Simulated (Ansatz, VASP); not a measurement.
## One calculation of Mg, two programs

Contents of INCAR:

```
PREC = Accurate ; ENCUT = 520
EDIFF = 1E-8 ; ISMEAR = -1
SIGMA = 0.03 ; LREAL = F
LASPH = T ; NELM = 60
ALGO = Normal ; ISIF = 2
LWAVE = F ; LCHARG = F
GGA = CA ; LEFG = T
NBANDS = 7
```

File KPOINTS:

```
Automatic mesh
0
Gamma
  19 19 19
```

File POSCAR:

```
Mg
1.0
   -1.4715618360      1.4715618360      1.4715618360
    1.4715618360     -1.4715618360      1.4715618360
    1.4715618360      1.4715618360     -1.4715618360
Mg
1
Direct
    0.0000000000      0.0000000000      0.0000000000
```

Input for Ansatz:

```yaml
crystal:
  lattice:
    - [-1.471561836, 1.471561836, 1.471561836]
    - [1.471561836, -1.471561836, 1.471561836]
    - [1.471561836, 1.471561836, -1.471561836]
  atoms:
    - { symbol: Mg, position: [0.0, 0.0, 0.0] }
kpoints:
  mp_grid: { grid: [19, 19, 19] }
scf:
  occupations: { method: fermi_dirac, width: 0.03 }
hamiltonian:
  xc: lda
  pseudopotentials: { kind: paw }
output:
  forces: true
  stress: true
  eigenvalues: true
  efg: { contact_densities: true }
  write_density: true
  write_potential: true
  elf: true
  volumetric_format: npy
```

Change from the starting cell: volume scaled by 0.99, PAW files.

Alike in both runs: task electric field gradients; functional LDA; k mesh 19 × 19 × 19; occupations fermi-dirac, width 0.03 eV; no spin polarisation.

|  | VASP | Ansatz |
| --- | --- | --- |
| version | VASP 6.6.1 | Ansatz 0.2.0 |
| potentials or method | VASP PAW LDA potentials, release 64 (Mg) | PAW with Ansatz's default frozen-core files, scalar-relativistic |
| plane-wave cutoff (eV) | 520 | 420 |
| valence electrons in the cell | 2 | 10 |

Ansatz gave:

```
pressure (GPa) : 57.7
```

**Question.** Estimate VASP's values.

**Answer.** Pressure (GPa): 58.2.

LDA's correlation is that of Perdew and Zunger in VASP and of Perdew and Wang (1992) in Ansatz. Both programs put the cell under a high pressure, so it lies far from rest at this level. VASP's potentials hold 2 valence electrons a cell and Ansatz's 10, so a difference there can come from the potentials and not from the codes.
